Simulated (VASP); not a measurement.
# Ag (P6_3/mmc) in VASP: a series of runs

Runs on Ag. Level: PBEsol. Tasks: single point.

Program: VASP 6.6.1. These are calculated values, not measurements. Logs are shortened: lines on timing, memory, paths and dates and some standing lists are left out, and cuts for length are marked.

## (1) The cell of the first run

Symmetry: P6_3/mmc, No. 194, hexagonal system. Conventional cell: a = 2.867 Å, b = 2.867 Å, c = 9.365 Å, α = 90.00°, β = 90.00°, γ = 120.00°. Within 3.8 Å of Ag (site symmetry -3m) lie 12 Ag at 2.87 Å. Ag (site symmetry -6m2) has 12 Ag at 2.87 Å within 3.8 Å.

## (2) Single point, PBEsol

INCAR reads:

```
ALGO = Fast
EDIFF = 1E-6
ENCUT = 520
GGA = PS
ISIF = 2
ISMEAR = 0
LASPH = True
LCHARG = False
LREAL = False
LWAVE = False
NBANDS = 30
NELM = 100
PREC = Accurate
SIGMA = 0.1
```

KPOINTS reads:

```
k-points
0
Gamma
  18 18 6
```

POSCAR reads:

```
Ag
1.0
    2.8674622173      0.0000000000      0.0000000000
   -1.4337311086      2.4832951246      0.0000000000
    0.0000000000      0.0000000000      9.3650804779
Ag
4
Direct
    0.0000000000      0.0000000000      0.0000000000
    0.0000000000      0.0000000000      0.5000000000
    0.3333333333      0.6666666667      0.2500000000
    0.6666666667      0.3333333333      0.7500000000
```

Potentials or basis: VASP PAW PBE potentials, release 64 (Ag).

Started as:

```
$ cat potpaw_PBE.64/Ag/POTCAR > POTCAR
$ mpirun -np 1 vasp_std > vasp.out
```

OUTCAR:

```text
EDIFF = 1E-6
   ENCUT = 520
   GGA = PS
   ISIF = 2
   ISMEAR = 0
   LASPH = True
   LREAL = False
   NELM = 100
   PREC = Accurate

 ion  position               nearest neighbor table
   1  0.000  0.000  0.000-   3 2.87   4 2.87   3 2.87   4 2.87   4 2.87   3 2.87
   2  0.000  0.000  0.500-   3 2.87   4 2.87   3 2.87   4 2.87   4 2.87   3 2.87
   3  0.333  0.667  0.250-   1 2.87   2 2.87   1 2.87   2 2.87   1 2.87   2 2.87
   4  0.667  0.333  0.750-   1 2.87   2 2.87   1 2.87   2 2.87   1 2.87   2 2.87

  LATTYP: Found a hexagonal cell.
 ALAT       =     2.8674622173
 C/A-ratio  =     3.2659821711

  Lattice vectors:

 A1 = (   2.8674622173,   0.0000000000,   0.0000000000)
 A2 = (  -1.4337311086,   2.4832951246,   0.0000000000)
 A3 = (   0.0000000000,   0.0000000000,   9.3650804779)

Analysis of symmetry for initial positions (statically):
=====================================================================
 Subroutine PRICEL returns:
 Original cell was already a primitive cell.

 Routine SETGRP: Setting up the symmetry group for a
 hexagonal supercell.

 Subroutine GETGRP returns: Found 24 space group operations
 (whereof 12 operations were pure point group operations)
 out of a pool of 24 trial point group operations.

The static configuration has the point symmetry D_3d.
 The point group associated with its full space group is D_6h.

Analysis of symmetry for dynamics (positions and initial velocities):
=====================================================================
 Subroutine PRICEL returns:
 Original cell was already a primitive cell.

 Routine SETGRP: Setting up the symmetry group for a
 hexagonal supercell.

 Subroutine GETGRP returns: Found 24 space group operations
 (whereof 12 operations were pure point group operations)
 out of a pool of 24 trial point group operations.

The dynamic configuration has the point symmetry D_3d.
 The point group associated with its full space group is D_6h.

 Subroutine INISYM returns: Found 24 space group operations
 (whereof 12 operations are pure point group operations),
 and found     1 'primitive' translations

----------------------------------------------------------------------------------------

                                     Primitive cell

  volume of cell :      66.6864

  direct lattice vectors                    reciprocal lattice vectors
     2.867462217  0.000000000  0.000000000     0.348740428  0.201345380  0.000000000
    -1.433731109  2.483295125  0.000000000     0.000000000  0.402690760  0.000000000
     0.000000000  0.000000000  9.365080478     0.000000000  0.000000000  0.106779648

  length of vectors
     2.867462217  2.867462217  9.365080478     0.402690760  0.402690760  0.106779648

  position of ions in fractional coordinates (direct lattice)
     0.000000000  0.000000000  0.000000000
     0.000000000  0.000000000  0.500000000
     0.333333333  0.666666667  0.250000000
     0.666666667  0.333333333  0.750000000

  ion indices of the primitive-cell ions
   primitive index   ion index
                 1           1
                 2           2
                 3           3
                 4           4

----------------------------------------------------------------------------------------

 KPOINTS: k-points

Automatic generation of k-mesh.
 Grid dimensions read from file:
 generate k-points for:   18   18    6

 Generating k-lattice:

  Cartesian coordinates                     Fractional coordinates (reciprocal lattice)
     0.019374468  0.011185854  0.000000000     0.055555556  0.000000000  0.000000000
     0.000000000  0.022371709  0.000000000     0.000000000  0.055555556  0.000000000
     0.000000000  0.000000000  0.017796608     0.000000000  0.000000000  0.166666667

  Length of vectors
     0.022371709  0.022371709  0.017796608

  Shift w.r.t. Gamma in fractional coordinates (k-lattice)
     0.000000000  0.000000000  0.000000000

 Subroutine IBZKPT returns following result:
 ===========================================

 Found    148 irreducible k-points:

 Following reciprocal coordinates:
            Coordinates               Weight
  0.000000  0.000000  0.000000      1.000000
  0.055556 -0.000000  0.000000      6.000000
  0.111111 -0.000000  0.000000      6.000000
  0.166667 -0.000000  0.000000      6.000000
  0.222222  0.000000  0.000000      6.000000
  0.277778 -0.000000  0.000000      6.000000
[... 16 lines left out ...]
  0.333333  0.111111  0.000000     12.000000
  0.388889  0.111111  0.000000     12.000000
 [... further k-points ...]
   k-points           NKPTS =    148   k-points in BZ     NKDIM =    148   number of bands    NBANDS=     30
   number of dos      NEDOS =    301   number of ions     NIONS =      4
   total plane-waves  NPLWV =  40320
   dimension x,y,z NGX =    24 NGY =   24 NGZ =   70
   dimension x,y,z NGXF=    48 NGYF=   48 NGZF=  140
   ions per type =               4
   NGX,Y,Z   is equivalent  to a cutoff of  13.91, 13.91, 12.43 a.u.
   NGXF,Y,Z  is equivalent  to a cutoff of  27.83, 27.83, 24.85 a.u.
 SYSTEM =  unknown system
   PREC   = accura    normal or accurate (medium, high low for compatibility)
   ISTART =      0    job   : 0-new  1-cont  2-samecut
   ICHARG =      2    charge: 1-file 2-atom 10-const
   ISPIN  =      1    spin polarized calculation?
   LNONCOLLINEAR =      F non collinear calculations
   LSORBIT =      F    spin-orbit coupling
   LASPH  =      T    aspherical Exc in radial PAW
   ENCUT  =  520.0 eV  38.22 Ry    6.18 a.u.   5.33  5.33 17.41*2*pi/ulx,y,z
   NELM   =    100;   NELMIN=  2; NELMDL= -5     # of ELM steps
   EDIFF  = 0.1E-05   stopping-criterion for ELM
   LREAL  =      F    real-space projection
   EDIFFG = 0.1E-04   stopping-criterion for IOM
   NSW    =      0    number of steps for IOM
   IBRION =     -1    ionic relax: 0-MD 1-quasi-New 2-CG
   NFREE  =      0    steps in history (QN), initial steepest desc. (CG)
   ISIF   =      2    stress and relaxation
   ISYM   =      2    0-nonsym 1-usesym 2-fastsym
   POTIM  = 0.5000    time-step for ionic-motion
   TEBEG  =    0.0;   TEEND  =   0.0 temperature during run
   PSTRESS=    0.0 pullay stress
   NELECT =      44.0000    total number of electrons
   NUPDOWN=      -1.0000    fix difference up-down
   EMIN   =  10.00;   EMAX   =-10.00  energy-range for DOS
   EFERMI =   0.00;   METHOD = LEGACY
   ISMEAR =     0;   SIGMA  =   0.10  broadening in eV -4-tet -1-fermi 0-gaus
   EFERMI_NEDOS =   21; number of points for ismear=-14 and -15
   IALGO  =     68    algorithm
   IMIX   =      4    mixing-type and parameters
     AMIX     =   0.40;   BMIX     =  1.00
     AMIX_MAG =   1.60;   BMIX_MAG =  1.00
  volume/ion in A,a.u.               =      16.67       112.51
  Fermi-wavevector in a.u.,A,eV,Ry     =   1.425213  2.693263 27.636603  2.031233
  Thomas-Fermi vector in A             =   2.545622
   LORBIT       =      0    0 simple, 1 ext, 2 COOP (PROOUT), +10 PAW based schemes
   GGA     = PS    functional components
   LHFCALC =     F    Hartree Fock is set to
   AEXX    =    0.0000 exact exchange contribution
   IVDW    =     0    specifies the selected vdW correction
   LEPSILON=     F    determine dielectric tensor
   LRPA    =     F    only Hartree local field effects (RPA)
 non-spin polarized calculation
 RMM-DIIS sequential band-by-band and
 Gauss-broadening in eV      SIGMA  =   0.10
  energy-cutoff  :      520.00
  volume of cell :       66.69
 maximum number of plane-waves:      1822
 NGX is ok and might be reduce to    24
   NGX = 11   NGY = 11   NGZ = 35

 number of electron      43.9999980 magnetization

 Free energy of the ion-electron system (eV)
  ---------------------------------------------------
  ext. energy  EPLUGINS =         0.00000000
  ---------------------------------------------------
  free energy    TOTEN  =       -13.22829479 eV

  energy without entropy =      -13.22248733  energy(sigma->0) =      -13.22539106

 E-fermi :   8.5000     XC(G=0): -12.5463

 val. band max:        8.4906414170   @ k =   0.3889   0.0556   0.0000
 cond. band min:       8.5101282468   @ k =   0.2778   0.0556   0.3333
 fundamental gap:      0.0194868298
 Fermi energy:         8.4999589058

 k-point     1 :       0.0000    0.0000    0.0000
  band No.  band energies     occupation
      1       0.5490      2.00000
      2       1.9772      2.00000
      3       1.9843      2.00000
      4       2.0107      2.00000
      5       3.6806      2.00000
      6       3.6806      2.00000
[... 22 lines left out ...]
     29      24.2582      0.00000
     30      25.1712      0.00000

 k-point     2 :       0.0556   -0.0000    0.0000
  band No.  band energies     occupation
      1       0.6367      2.00000
      2       2.0548      2.00000
      3       2.0603      2.00000
      4       2.0658      2.00000
      5       3.6229      2.00000
      6       3.6543      2.00000
[... 22 lines left out ...]
     29      24.2339      0.00000
     30      24.9059      0.00000

 k-point     3 :       0.1111   -0.0000    0.0000
  band No.  band energies     occupation
      1       0.8925      2.00000
      2       2.2124      2.00000
      3       2.2706      2.00000
      4       2.2760      2.00000
      5       3.4186      2.00000
      6       3.5704      2.00000
[... 22 lines left out ...]
     29      23.8878      0.00000
     30      24.0361      0.00000

 k-point     4 :       0.1667   -0.0000    0.0000
  band No.  band energies     occupation
      1       1.2891      2.00000
      2       2.3917      2.00000
      3       2.5446      2.00000
      4       2.5671      2.00000
      5       3.1874      2.00000
      6       3.3473      2.00000
[... 616 lines left out ...]
     29      18.6917      0.00000
     30      20.9204      0.00000

 k-point    23 :       0.3333    0.1111    0.0000
  band No.  band energies     occupation
      1       2.2471      2.00000
      2       2.2584      2.00000
      3       2.3780      2.00000
      4       2.8312      2.00000
      5       2.8734      2.00000
      6       3.0958      2.00000
[... 22 lines left out ...]
     29      18.0767      0.00000
     30      20.1825      0.00000

 k-point    24 :       0.3889    0.1111    0.0000
  band No.  band energies     occupation
      1       2.1502      2.00000
      2       2.1809      2.00000
      3       2.2936      2.00000
      4       2.7476      2.00000
      5       2.8084      2.00000
      6       3.0785      2.00000
[... 22 lines left out ...]
     29      17.6487      0.00000
     30      18.7070      0.00000

 [... further k-points ...]

------------------------ aborting loop because EDIFF is reached ----------------------------------------

  FORCE on cell =-STRESS in cart. coord.  units (eV):
  Direction    XX          YY          ZZ          XY          YZ          ZX
  --------------------------------------------------------------------------------------
  -------------------------------------------------------------------------------------
  Total       -0.1239468     -0.1239468     -0.0980180     -0.0000000     -0.0000000      0.0000000
  in kB       -2.9778877     -2.9778877     -2.3549353     -0.0000000     -0.0000000      0.0000000
  external PRESSURE =      -2.7702369 kB  Pullay stress =       0.0000000 kB

 VOLUME and BASIS-vectors are now :
 -----------------------------------------------------------------------------
  energy-cutoff  :      520.00
  volume of cell :       66.69
      direct lattice vectors                 reciprocal lattice vectors
     2.867462217  0.000000000  0.000000000     0.348740428  0.201345380  0.000000000
    -1.433731109  2.483295125  0.000000000     0.000000000  0.402690760  0.000000000
     0.000000000  0.000000000  9.365080478     0.000000000  0.000000000  0.106779648

 POSITION                                       TOTAL-FORCE (eV/Angst)
 -----------------------------------------------------------------------------------
      0.00000      0.00000      0.00000        -0.000000      0.000000      0.000000
      0.00000      0.00000      4.68254        -0.000000      0.000000      0.000000
     -0.00000      1.65553      2.34127        -0.000000     -0.000000     -0.000000
      1.43373      0.82777      7.02381         0.000000      0.000000      0.000000
 -----------------------------------------------------------------------------------
    total drift:                               -0.000000      0.000000      0.000000

  FREE ENERGIE OF THE ION-ELECTRON SYSTEM (eV)
  ---------------------------------------------------
  free  energy   TOTEN  =       -13.2282947858 eV

  energy  without entropy=      -13.2224873268  energy(sigma->0) =      -13.22539106
```

Run time: 8.5 min. Hardware: 1 thread of AMD EPYC 7R43 (Zen 3), shared host; peak memory 0.31 GiB.

Results:

```yaml
Free_energy: -13.2283 eV
Pressure: -0.3 GPa
Band_gap_on_the_k_mesh: zero (band 22 reaches 12.06 eV, above the bottom of band 23 at 5.48 eV)
```

Caveat: the PAW data sets were made with another functional, which shifts forces and pressure a little.

## (3) Single point, PBEsol (biaxial strain in the a-b plane: -1.0 %, then relaxed in part)

INCAR reads:

```
SYSTEM = Ag
ALGO = Fast
EDIFF = 1E-6
ENCUT = 520
GGA = PS
ISIF = 2
ISMEAR = 0
LASPH = .TRUE.
LCHARG = .FALSE.
LREAL = .FALSE.
LWAVE = .FALSE.
NBANDS = 30
NELM = 100
PREC = Accurate
SIGMA = 0.1
```

KPOINTS reads:

```
k-points
0
G
  24 24 6
  0 0 0
```

POSCAR reads:

```
Ag
1.0
    2.8387875947      0.0000000000      0.0000000000
   -1.4193937973      2.4584621729      0.0000000000
    0.0000000000      0.0000000000      9.4493095700
Ag
4
Direct
    0.0000000000      0.0000000000      0.0000000000
    0.0000000000      0.0000000000      0.5000000000
    0.3333333333      0.6666666667      0.2500000000
    0.6666666667      0.3333333333      0.7500000000
```

Potentials or basis: VASP PAW PBE potentials, release 64 (Ag).

Started as:

```
$ cat potpaw_PBE.64/Ag/POTCAR > POTCAR
$ mpirun -np 1 vasp_std > vasp.out
```

OUTCAR:

```text
SYSTEM = Ag
   EDIFF = 1E-6
   ENCUT = 520
   GGA = PS
   ISIF = 2
   ISMEAR = 0
   LASPH = .TRUE.
   LREAL = .FALSE.
   NELM = 100
   PREC = Accurate

 ion  position               nearest neighbor table
   1  0.000  0.000  0.000-   3 2.88   4 2.88   3 2.88   4 2.88   4 2.88   3 2.88
   2  0.000  0.000  0.500-   3 2.88   4 2.88   3 2.88   4 2.88   4 2.88   3 2.88
   3  0.333  0.667  0.250-   1 2.88   2 2.88   1 2.88   2 2.88   1 2.88   2 2.88
   4  0.667  0.333  0.750-   1 2.88   2 2.88   1 2.88   2 2.88   1 2.88   2 2.88

[... 997 lines left out ...]
  --------------------------------------------------------------------------------------
  -------------------------------------------------------------------------------------
  Total        0.7269358      0.7269358     -0.1082472      0.0000000      0.0000000      0.0000000
  in kB       17.6607907     17.6607907     -2.6298474      0.0000000      0.0000000      0.0000000
  external PRESSURE =      10.8972447 kB  Pullay stress =       0.0000000 kB

 VOLUME and BASIS-vectors are now :
 -----------------------------------------------------------------------------
  energy-cutoff  :      520.00
  volume of cell :       65.95
      direct lattice vectors                 reciprocal lattice vectors
     2.838787595  0.000000000  0.000000000     0.352263058  0.203379172  0.000000000
    -1.419393797  2.458462173  0.000000000     0.000000000  0.406758343  0.000000000
     0.000000000  0.000000000  9.449309570     0.000000000  0.000000000  0.105827838

 POSITION                                       TOTAL-FORCE (eV/Angst)
 -----------------------------------------------------------------------------------
      0.00000      0.00000      0.00000         0.000000      0.000000     -0.000000
      0.00000      0.00000      4.72465         0.000000      0.000000     -0.000000
     -0.00000      1.63897      2.36233         0.000000      0.000000      0.000000
      1.41939      0.81949      7.08698        -0.000000     -0.000000      0.000000
 -----------------------------------------------------------------------------------
    total drift:                               -0.000000      0.000000      0.000000

  FREE ENERGIE OF THE ION-ELECTRON SYSTEM (eV)
  ---------------------------------------------------
  free  energy   TOTEN  =       -13.2254565541 eV

  energy  without entropy=      -13.2213693014  energy(sigma->0) =      -13.22341293
```

Run time: 4.4 min. Hardware: 1 thread of Intel Xeon Platinum 8488C (Sapphire Rapids), shared host; peak memory 0.45 GiB.

What came out:

```yaml
Free_energy: -13.2255 eV
Pressure: 1.1 GPa
Band_gap_on_the_k_mesh: zero (band 22 reaches 12.35 eV, above the bottom of band 23 at 5.62 eV)
```

Levels at points of the mesh, in eV from the Fermi level:
```tsv
k point	band 20	band 21	band 22	band 23	band 24	band 25
(0.00, 0.00, 0.00)	-3.45	-3.45	-3.05	-3.05	-0.73	3.47
(0.50, 0.00, 0.00)	-2.79	-0.30	0.60	1.06	1.59	4.51
(0.00, 0.00, 0.50)	-3.21	-3.21	-3.21	-2.74	-2.74	6.30
(0.50, 0.00, 0.50)	-2.81	0.19	0.19	1.41	1.41	4.86
```

Caveat: the cell differs from its parent crystal (biaxial strain in the a-b plane: -1.0 %, then relaxed in part); the PAW data sets were made with another functional, which shifts forces and pressure a little.

(Continued in part 2 of 2.)
